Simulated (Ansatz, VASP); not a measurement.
# Two plane-wave programs on S

```
CELL_PARAMETERS angstrom
0.00000 1.88971 1.88971
1.88971 0.00000 1.88971
1.88971 1.88971 0.00000
ATOMIC_POSITIONS crystal
S 0.00000 0.00000 0.00000
```

Change from the starting cell: volume scaled by 0.85, PAW files.

Alike in both runs: task single point; functional PBE; k mesh 16 × 16 × 16; occupations fermi-dirac, width 0.08 eV; no spin polarisation.

```csv
,VASP,Ansatz
version,VASP 6.6.1,Ansatz 0.2.0
potentials or method,"VASP PAW PBE potentials, release 64 (S)","PAW with Ansatz's default frozen-core files, scalar-relativistic"
plane-wave cutoff (eV),520,420
valence electrons in the cell,6,6
```

|  | VASP | Ansatz | Ansatz less VASP |
| --- | --- | --- | --- |
| pressure (GPa) | 17.8 | 18.1 | +0.29 |
